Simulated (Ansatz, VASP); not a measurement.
Two plane-wave programs on Ge

The input INCAR:

```
SYSTEM = Ge
PREC = Accurate
ENCUT = 520
EDIFF = 1E-7
ISMEAR = 0
SIGMA = 0.1
LREAL = .False.
LASPH = .True.
NELM = 100
ALGO = Normal
ISIF = 2
LWAVE = .False.
LCHARG = .True.
LDIPOL = .True.
IDIPOL = 3
DIPOL = 0.5 0.5 0.399
GGA = PE
IVDW = 12
LELF = .True.
LVHAR = .True.
LVACPOTAV = .True.
NBANDS = 36
```

KPOINTS

```
Automatic mesh
0
Gamma
  9 9 1
  0 0 0
```

POSCAR

```
Ge
1.0
    4.0226895311      0.0000000000      0.0000000000
   -2.0113447656      3.4837513255      0.0000000000
    0.0000000000      0.0000000000     18.8685220517
Ge
4
Direct
    0.3333333333      0.6666666667      0.2747571332
    0.6666666667      0.3333333333      0.2384924472
    1.3333333333     -0.3333333333      0.5601139306
    1.0000000000      0.0000000000      0.5238492447
```

Input for Ansatz:

```yaml
crystal:
  lattice:
    - [4.0226895311, 0.0, 0.0]
    - [-2.0113447656, 3.4837513255, 0.0]
    - [0.0, 0.0, 18.8685220517]
  atoms:
    - { symbol: Ge, position: [0.3333333333, 0.6666666667, 0.2747571332] }
    - { symbol: Ge, position: [0.6666666667, 0.3333333333, 0.2384924472] }
    - { symbol: Ge, position: [1.3333333333, -0.3333333333, 0.5601139306] }
    - { symbol: Ge, position: [1.0, 0.0, 0.5238492447] }
basis:
  ecutwfc: 420
kpoints:
  mp_grid: { grid: [9, 9, 1] }
hamiltonian:
  xc: pbe
  pseudopotentials: { kind: paw, azcp: { folder: soft_1 } }
  dispersion: d3bj
scf:
  occupations: { method: gaussian, width: 0.1 }
output:
  forces: true
  eigenvalues: true
efield:
  axis: 3
  dipole_correction: true
  ramp_width: 0.04
```

Alike in both runs: task single point; functional PBE; dispersion D3(BJ); k mesh 9 × 9 × 1; occupations gaussian, width 0.1 eV; no spin polarisation.

|  | VASP | Ansatz |
| --- | --- | --- |
| version | VASP 6.6.1 | Ansatz 0.2.0 |
| potentials or method | VASP PAW PBE potentials, release 64 (Ge_d), cutoff 520 eV | scalar-relativistic, plane waves, PAW |
| valence electrons in the cell | 56 | 56 |

Ansatz gave:

* gap on the k mesh at the Fermi level (eV): 0.01
* least direct gap on the mesh (eV): 0.01
* rms of the force components (eV/Å): 0.032

Problem. What did VASP give for the same quantities?

Solution. gap on the k mesh at the Fermi level (eV): 0.01; least direct gap on the mesh (eV): 0.01; rms of the force components (eV/Å): 0.033.

Atom by atom the forces differ by 0.000 eV/Å (rms over components).
